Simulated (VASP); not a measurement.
# TiO2 (C2/m) in VASP: a series of runs

TiO2 is run at these levels: revPBE+D4, BLYP+D4, PBE; tasks: single point.

Everything below comes from runs of VASP 6.6.1. Logs are shortened: lines on timing, memory, paths and dates and some standing lists are left out, and cuts for length are marked.

**1. The cell of the first run**

It takes space group C2/m (No. 12, monoclinic). Conventional cell: a = 12.141 Å, b = 3.716 Å, c = 6.527 Å, α = 90.00°, β = 106.95°, γ = 90.00°. Ti (site symmetry m) has 6 O at 1.84 to 2.13 Å within 2.4 Å. Ti (site symmetry m) has 6 O at 1.76 to 2.31 Å within 2.4 Å. Within 2.5 Å of O (site symmetry m) lie 3 Ti at 1.92 to 2.01 Å and 2 O at 2.49 Å. Within 2.7 Å of O (site symmetry m) lie 4 Ti at 1.94 to 2.31 Å and 5 O at 2.49 to 2.67 Å. Within 2.3 Å of O (site symmetry m) lie 2 Ti at 1.76 to 1.84 Å. Within 2.4 Å of O (site symmetry m) lie 3 Ti at 1.84 to 2.13 Å.

**2. Single point, revPBE+D4**

INCAR reads:

```
  PREC = Accurate
  ENCUT = 520
  EDIFF = 1E-6
  ISMEAR = -1
  SIGMA = 0.05
  LREAL = False
  LASPH = True
  NELM = 100
  ALGO = Normal
  ISIF = 2
  LWAVE = False
  LCHARG = False
  GGA = RE
  IVDW = 13
  NBANDS = 60
```

KPOINTS reads:

```
Automatic mesh
0
Gamma
  8 8 4
```

POSCAR reads:

```
TiO2
1.0
    6.0704105496     -1.8580131025      0.0000000000
    6.0704105496      1.8580131025      0.0000000000
   -1.9022644521      0.0000000000      6.2434298064
Ti O
4 8
Direct
    0.9000710000      0.9000710000      0.2896020000
    0.1952860000      0.1952860000      0.2837620000
    0.0999290000      0.0999290000      0.7103980000
    0.8047140000      0.8047140000      0.7162380000
    0.3619310000      0.3619310000      0.2933970000
    0.2634885000      0.2634885000      0.6525000000
    0.8671885000      0.8671885000      0.9952910000
    0.7365115000      0.7365115000      0.3475000000
    0.9416475000      0.9416475000      0.6300210000
    0.1328115000      0.1328115000      0.0047090000
    0.6380690000      0.6380690000      0.7066030000
    0.0583525000      0.0583525000      0.3699790000
```

Potentials or basis: VASP PAW PBE potentials, release 64 (Ti_sv, O).

Run with:

```bash
cat potpaw_PBE.64/Ti_sv/POTCAR potpaw_PBE.64/O/POTCAR > POTCAR
mpirun -np 1 vasp_std > vasp.out
```

OUTCAR:

```text
PREC = Accurate
   ENCUT = 520
   EDIFF = 1E-6
   ISMEAR = -1
   LREAL = False
   LASPH = True
   NELM = 100
   ISIF = 2
   GGA = RE
   IVDW = 13

 ion  position               nearest neighbor table
   1  0.900  0.900  0.290-  12 1.84   7 1.84   5 1.92   5 1.92   8 2.13   9 2.13
   2  0.195  0.195  0.284-  10 1.76  12 1.90   8 1.94   8 1.94   5 2.01   6 2.31
   3  0.100  0.100  0.710-   9 1.84  10 1.84  11 1.92  11 1.92   6 2.13  12 2.13
   4  0.805  0.805  0.716-   7 1.76   9 1.90   6 1.94   6 1.94  11 2.01   8 2.31
   5  0.362  0.362  0.293-   1 1.92   1 1.92   2 2.01
   6  0.263  0.263  0.653-   4 1.94   4 1.94   3 2.13   2 2.31
   7  0.867  0.867  0.995-   4 1.76   1 1.84
   8  0.737  0.737  0.347-   2 1.94   2 1.94   1 2.13   4 2.31
   9  0.942  0.942  0.630-   3 1.84   4 1.90   1 2.13
  10  0.133  0.133  0.005-   2 1.76   3 1.84
  11  0.638  0.638  0.707-   3 1.92   3 1.92   4 2.01
  12  0.058  0.058  0.370-   1 1.84   2 1.90   3 2.13

  LATTYP: Found a base centered monoclinic cell.
 ALAT       =    12.1408210992
 B/A-ratio  =     0.3060770087
 C/A-ratio  =     0.5375907333
 COS(beta)  =    -0.2914546970

  Lattice vectors:

 A1 = (   6.0704105496,  -1.8580131025,   0.0000000000)
 A2 = (   6.0704105496,   1.8580131025,   0.0000000000)
 A3 = (  -1.9022644521,   0.0000000000,   6.2434298064)

Analysis of symmetry for initial positions (statically):
=====================================================================
 Subroutine PRICEL returns:
 Original cell was already a primitive cell.

 Routine SETGRP: Setting up the symmetry group for a
 base centered monoclinic supercell.

 Subroutine GETGRP returns: Found  4 space group operations
 (whereof  4 operations were pure point group operations)
 out of a pool of  4 trial point group operations.

The static configuration has the point symmetry C_2h.

Analysis of symmetry for dynamics (positions and initial velocities):
=====================================================================
 Subroutine PRICEL returns:
 Original cell was already a primitive cell.

 Routine SETGRP: Setting up the symmetry group for a
 base centered monoclinic supercell.

 Subroutine GETGRP returns: Found  4 space group operations
 (whereof  4 operations were pure point group operations)
 out of a pool of  4 trial point group operations.

The dynamic configuration has the point symmetry C_2h.

 Subroutine INISYM returns: Found  4 space group operations
 (whereof  4 operations are pure point group operations),
 and found     1 'primitive' translations

----------------------------------------------------------------------------------------

                                     Primitive cell

  volume of cell :     140.8381

  direct lattice vectors                    reciprocal lattice vectors
     6.070410550 -1.858013102  0.000000000     0.082366752 -0.269104668  0.025095716
     6.070410550  1.858013102  0.000000000     0.082366752  0.269104668  0.025095716
    -1.902264452  0.000000000  6.243429806     0.000000000  0.000000000  0.160168374

  length of vectors
     6.348393256  6.348393256  6.526792918     0.282544509  0.282544509  0.160168374

  position of ions in fractional coordinates (direct lattice)
     0.900071000  0.900071000  0.289602000
     0.195286000  0.195286000  0.283762000
     0.099929000  0.099929000  0.710398000
     0.804714000  0.804714000  0.716238000
     0.361931000  0.361931000  0.293397000
     0.263488500  0.263488500  0.652500000
     0.867188500  0.867188500  0.995291000
     0.736511500  0.736511500  0.347500000
     0.941647500  0.941647500  0.630021000
     0.132811500  0.132811500  0.004709000
     0.638069000  0.638069000  0.706603000
     0.058352500  0.058352500  0.369979000

  ion indices of the primitive-cell ions
   primitive index   ion index
                 1           1
                 2           2
                 3           3
                 4           4
                 5           5
                 6           6
                 7           7
                 8           8
                 9           9
                10          10
                11          11
                12          12

----------------------------------------------------------------------------------------

 KPOINTS: Automatic mesh

Automatic generation of k-mesh.
 Grid dimensions read from file:
 generate k-points for:    8    8    4

 Generating k-lattice:

  Cartesian coordinates                     Fractional coordinates (reciprocal lattice)
     0.010295844 -0.033638084  0.003136965     0.125000000  0.000000000  0.000000000
     0.010295844  0.033638084  0.003136965     0.000000000  0.125000000  0.000000000
     0.000000000  0.000000000  0.040042093     0.000000000  0.000000000  0.250000000

  Length of vectors
     0.035318064  0.035318064  0.040042093

  Shift w.r.t. Gamma in fractional coordinates (k-lattice)
     0.000000000  0.000000000  0.000000000

[... 51 lines left out ...]
   EFERMI_NEDOS =   21; number of points for ismear=-14 and -15
   IALGO  =     38    algorithm
   IMIX   =      4    mixing-type and parameters
     AMIX     =   0.40;   BMIX     =  1.00
     AMIX_MAG =   1.60;   BMIX_MAG =  1.00
  volume/ion in A,a.u.               =      11.74        79.20
  Fermi-wavevector in a.u.,A,eV,Ry     =   1.440761  2.722643 28.242861  2.075792
  Thomas-Fermi vector in A             =   2.559469
   LORBIT       =      0    0 simple, 1 ext, 2 COOP (PROOUT), +10 PAW based schemes
   GGA     = RE    functional components
   LHFCALC =     F    Hartree Fock is set to
   AEXX    =    0.0000 exact exchange contribution
   IVDW    =    13    specifies the selected vdW correction
   LEPSILON=     F    determine dielectric tensor
   LRPA    =     F    only Hartree local field effects (RPA)
 non-spin polarized calculation
  energy-cutoff  :      520.00
  volume of cell :      140.84
 maximum number of plane-waves:      3815
   NGX = 23   NGY = 23   NGZ = 25

 number of electron      96.0000004 magnetization

 Free energy of the ion-electron system (eV)
  ---------------------------------------------------
  ext. energy  EPLUGINS =         0.00000000
  ---------------------------------------------------
  free energy    TOTEN  =      -103.45118484 eV

  energy without entropy =     -103.45118484  energy(sigma->0) =     -103.45118484

 E-fermi :   4.0710     XC(G=0): -10.2336

 val. band max:        2.9582708868   @ k =  -0.3750   0.2500   0.5000
 cond. band min:       5.8533977162   @ k =   0.0000   0.0000   0.0000
 fundamental gap:      2.8951268294
 Fermi energy:         4.0709842278

 k-point     1 :       0.0000    0.0000    0.0000
  band No.  band energies     occupation
      1     -53.1502      2.00000
      2     -53.1360      2.00000
      3     -53.0515      2.00000
      4     -53.0443      2.00000
      5     -29.5528      2.00000
      6     -29.4981      2.00000
[... 52 lines left out ...]
     59       8.0731      0.00000
     60       8.3245      0.00000

 k-point     2 :       0.1250   -0.0000    0.0000
  band No.  band energies     occupation
      1     -53.1494      2.00000
      2     -53.1355      2.00000
      3     -53.0510      2.00000
      4     -53.0444      2.00000
      5     -29.5499      2.00000
      6     -29.4964      2.00000
[... 52 lines left out ...]
     59       7.8536      0.00000
     60       7.8863      0.00000

 k-point     3 :       0.2500   -0.0000    0.0000
  band No.  band energies     occupation
      1     -53.1474      2.00000
      2     -53.1341      2.00000
      3     -53.0498      2.00000
      4     -53.0447      2.00000
      5     -29.5427      2.00000
      6     -29.4939      2.00000
[... 1312 lines left out ...]
     59       7.8701      0.00000
     60       7.9079      0.00000

 k-point    24 :       0.2500   -0.0000    0.2500
  band No.  band energies     occupation
      1     -53.1470      2.00000
      2     -53.1345      2.00000
      3     -53.0501      2.00000
      4     -53.0445      2.00000
      5     -29.5420      2.00000
      6     -29.4938      2.00000
[... 52 lines left out ...]
     59       7.7939      0.00000
     60       7.8439      0.00000

 [... further k-points ...]

------------------------ aborting loop because EDIFF is reached ----------------------------------------

  DFT-D4 for vdW energy calculation

  Edisp (eV):   -4.49564

  FORCE on cell =-STRESS in cart. coord.  units (eV):
  Direction    XX          YY          ZZ          XY          YZ          ZX
  --------------------------------------------------------------------------------------
  -------------------------------------------------------------------------------------
  Total       3.32173     2.76606     3.86287     0.00000     0.00000     0.10356
  in kB      37.78804    31.46679    43.94412     0.00000     0.00000     1.17807
  external pressure =       37.73 kB  Pullay stress =        0.00 kB

 VOLUME and BASIS-vectors are now :
 -----------------------------------------------------------------------------
  energy-cutoff  :      520.00
  volume of cell :      140.84
      direct lattice vectors                 reciprocal lattice vectors
     6.070410550 -1.858013102  0.000000000     0.082366752 -0.269104668  0.025095716
     6.070410550  1.858013102  0.000000000     0.082366752  0.269104668  0.025095716
    -1.902264452  0.000000000  6.243429806     0.000000000  0.000000000  0.160168374

 POSITION                                       TOTAL-FORCE (eV/Angst)
 -----------------------------------------------------------------------------------
     10.37670      0.00000      1.80811        -0.033560      0.000000      0.013834
      1.83114      0.00000      1.77165        -0.093555      0.000000      0.071115
     -0.13814      0.00000      4.43532         0.033560      0.000000     -0.013834
      8.40741      0.00000      4.47178         0.093555      0.000000     -0.071115
      3.83602      0.00000      1.83180         0.120746      0.000000      0.041004
      1.95774      0.00000      4.07384         0.139353      0.000000      0.006243
      8.63507      0.00000      6.21403         0.035892      0.000000      0.119132
      8.28082      0.00000      2.16959        -0.139353      0.000000     -0.006243
     10.23391      0.00000      3.93349        -0.115351      0.000000     -0.014621
      1.60348      0.00000      0.02940        -0.035892      0.000000     -0.119132
      6.40254      0.00000      4.41163        -0.120746      0.000000     -0.041004
      0.00465      0.00000      2.30994         0.115351      0.000000      0.014621
 -----------------------------------------------------------------------------------
    total drift:                               -0.000000      0.000000      0.000000

  FREE ENERGIE OF THE ION-ELECTRON SYSTEM (eV)
  ---------------------------------------------------
  free  energy   TOTEN  =      -107.9468292675 eV

  energy  without entropy=     -107.9468292674  energy(sigma->0) =     -107.94682927
```

It took 37 min on 1 thread of Intel Xeon 8259CL, shared host; peak memory 0.64 GiB.

What came out:

* Free energy: -107.9468 eV
* Pressure: 3.8 GPa
* Largest force: 0.139 eV/Å
* Band gap on the k mesh: 2.90 eV (least direct gap 3.07 eV)
* Dispersion energy per atom: -0.375 eV

Forces in eV/Å, atoms in the order of the input:
```
Ti  -0.034  0.000  0.014
Ti  -0.094  0.000  0.071
Ti   0.034  0.000 -0.014
Ti   0.094  0.000 -0.071
O    0.121  0.000  0.041
O    0.139  0.000  0.006
O    0.036  0.000  0.119
O   -0.139  0.000 -0.006
O   -0.115  0.000 -0.015
O   -0.036  0.000 -0.119
O   -0.121  0.000 -0.041
O    0.115  0.000  0.015
```

Stress tensor (GPa, compression positive):
```
3.78 0.00 0.12
0.00 3.15 0.00
0.12 0.00 4.39
```

Caveat: the cell stands under pressure; the PAW data sets were made with another functional, which shifts forces and pressure a little.

**3. Single point, BLYP+D4**

This run uses another cell than the first one, of 11.98 Å³/atom.

INCAR reads:

```
AGGAC = 1.0
AGGAX = 1.0
ALDAC = 0.0
ALDAX = 1.0
ALGO = Normal
EDIFF = 1E-7
ENCUT = 520
GGA = B5
ISIF = 2
ISMEAR = -1
IVDW = 13
LASPH = T
LCHARG = F
LREAL = F
LWAVE = F
NBANDS = 60
NELM = 100
PREC = Accurate
SIGMA = 0.05
VDW_A1 = 0.44488865
VDW_A2 = 4.0933009
VDW_S6 = 1.0
VDW_S8 = 2.34076671
```

KPOINTS reads:

```
k-points
0
Gamma
  8 8 4
```

POSCAR, as its differences from that of step 2:

```diff
@@ -2,5 +2,5 @@
 1.0
-    6.0704105496     -1.8580131025      0.0000000000
-    6.0704105496      1.8580131025      0.0000000000
-   -1.9022644521      0.0000000000      6.2434298064
+    6.1122767729     -1.8708273909      0.0000000000
+    6.1122767729      1.8708273909      0.0000000000
+   -1.9153839319      0.0000000000      6.2864893037
 Ti O
```

Potentials or basis: VASP PAW PBE potentials, release 64 (Ti_sv, O).

Run with:

```bash
cat potpaw_PBE.64/Ti_sv/POTCAR potpaw_PBE.64/O/POTCAR > POTCAR
mpirun -np 1 vasp_std > vasp.out
```

Run time: 12 min. Hardware: 1 thread of Intel Xeon 6975P-C (Granite Rapids), shared host; peak memory 0.64 GiB.

It converged, with:

- Free energy: -107.5371 eV
- Pressure: 2.5 GPa
- Largest force: 0.154 eV/Å
- Band gap on the k mesh: 2.78 eV (least direct gap 2.96 eV)
- Dispersion energy per atom: -0.338 eV

Forces in eV/Å, atoms in the order of the input:
```
Ti   0.042  0.000 -0.042
Ti  -0.153  0.000  0.014
Ti  -0.042  0.000  0.042
Ti   0.153  0.000 -0.014
O    0.103  0.000 -0.002
O    0.106  0.000  0.045
O    0.033  0.000  0.122
O   -0.106  0.000 -0.045
O   -0.102  0.000  0.007
O   -0.033  0.000 -0.122
O   -0.103  0.000  0.002
O    0.102  0.000 -0.007
```

Stress tensor (GPa, compression positive):
```
2.56 0.00 0.05
0.00 1.70 0.00
0.05 0.00 3.20
```

Levels at points of the mesh, in eV from the valence-band top:
```
           k point  band 45  band 46  band 47  band 48  band 49  band 50  band 51  band 52
(0.00, 0.00, 0.00)    -0.75    -0.73    -0.34    -0.18     2.78     3.13     3.37     3.37
(0.50, 0.00, 0.00)    -0.86    -0.46    -0.21    -0.12     3.16     3.21     3.64     3.70
(0.50, 0.50, 0.00)    -0.87    -0.61    -0.38    -0.12     2.92     2.97     3.48     3.55
(0.00, 0.00, 0.50)    -0.69    -0.63    -0.59    -0.43     2.90     3.16     3.33     3.43
(0.50, 0.00, 0.50)    -0.66    -0.51    -0.09    -0.01     3.20     3.25     3.49     3.71
(0.50, 0.50, 0.50)    -0.84    -0.39    -0.22    -0.20     3.04     3.14     3.29     3.45
```

Caveat: the PAW data sets were made with another functional, which shifts forces and pressure a little.

**4. Single point, PBE**

This run uses another cell than the first one, of 12.23 Å³/atom.

INCAR reads:

```
PREC = Accurate ; ENCUT = 910
EDIFF = 1E-6 ; ISMEAR = -1
SIGMA = 0.05 ; LREAL = False
LASPH = True ; NELM = 120
ALGO = Normal ; ISIF = 2
LWAVE = False ; LCHARG = False
GGA = PE ; NBANDS = 60
GGA_COMPAT = False
```

KPOINTS reads:

```
regular mesh
0
Gamma
  3 3 2
```

POSCAR, as its differences from that of step 3:

```diff
@@ -2,5 +2,5 @@
 1.0
-    6.1122767729     -1.8708273909      0.0000000000
-    6.1122767729      1.8708273909      0.0000000000
-   -1.9153839319      0.0000000000      6.2864893037
+    6.1535771931     -1.8834685000      0.0000000000
+    6.1535771931      1.8834685000      0.0000000000
+   -1.9283261078      0.0000000000      6.3289668713
 Ti O
```

Potentials or basis: VASP PAW PBE potentials, release 64 (Ti_sv, O_h).

Run with:

```bash
cat potpaw_PBE.64/Ti_sv/POTCAR potpaw_PBE.64/O_h/POTCAR > POTCAR
mpirun -np 1 vasp_std > vasp.out
```

Run time: 4.9 min. Hardware: 1 thread of AMD EPYC 9R45 (Zen 5), shared host; peak memory 0.6 GiB.

It converged, with:

| Item | Value |
| --- | --- |
| Free energy | -107.8918 eV |
| Pressure | -1.0 GPa |
| Largest force | 0.105 eV/Å |
| Band gap on the k mesh | 2.74 eV (least direct gap 2.91 eV) |

Forces in eV/Å, atoms in the order of the input:
```
Ti  -0.044  0.000 -0.023
Ti   0.001  0.000 -0.105
Ti   0.044  0.000  0.023
Ti  -0.001  0.000  0.105
O    0.043  0.000 -0.045
O    0.062  0.000  0.036
O   -0.036  0.000 -0.019
O   -0.062  0.000 -0.036
O    0.014  0.000  0.013
O    0.036  0.000  0.019
O   -0.043  0.000  0.045
O   -0.014  0.000 -0.013
```

Stress tensor (GPa, compression positive):
```
-0.90  0.00 -0.08
 0.00 -1.09  0.00
-0.08  0.00 -1.02
```

Levels at points of the mesh, in eV from the valence-band top:
```tsv
k point	band 46	band 47	band 48	band 49	band 50	band 51
(0.00, 0.00, 0.00)	-0.73	-0.34	-0.17	2.74	3.08	3.32
(0.00, 0.00, 0.50)	-0.65	-0.58	-0.42	2.85	3.12	3.28
```

Caveat: the k points lie up to 0.58 Å⁻¹ apart; the cutoff is under 1.25 times the usual one of these potentials, so pressure, stress and relaxed cells hold a basis-set (Pulay) error; an odd mesh through Γ misses points on the zone boundary, where band edges can lie.

**5. The runs side by side**

```tsv
level	potentials or basis	cell	k mesh	cutoff (eV)	gap on the mesh (eV)	pressure (GPa)	largest force (eV/Å)
revPBE+D4	VASP PAW PBE potentials, release 64 (Ti_sv, O)	a = 6.348, b = 6.348, c = 6.527 Å, angles 106.2, 106.2, 34.0°, 12 atoms	8 × 8 × 4	520	2.90	3.8	0.14
BLYP+D4	VASP PAW PBE potentials, release 64 (Ti_sv, O)	a = 6.392, b = 6.392, c = 6.572 Å, angles 106.2, 106.2, 34.0°, 12 atoms	8 × 8 × 4	520	2.78	2.5	0.15
PBE	VASP PAW PBE potentials, release 64 (Ti_sv, O_h)	a = 6.435, b = 6.435, c = 6.616 Å, angles 106.2, 106.2, 34.0°, 12 atoms	3 × 3 × 2	910	2.74	-1.0	0.11
```

Alike in all rows: task single point; no spin polarisation; smearing fermi-dirac 0.05 eV.

Caveats: some runs use coarse meshes; the PAW data sets were made with another functional, which shifts forces and pressure a little (at least some runs); the cell stands under pressure (at least some runs); the cutoff is under 1.25 times the usual one of these potentials, so pressure, stress and relaxed cells hold a basis-set (Pulay) error (at least some runs); an odd mesh through Γ misses points on the zone boundary, where band edges can lie (at least some runs).

Total energies depend on the potentials used, so only differences within one code and one set of settings carry meaning.
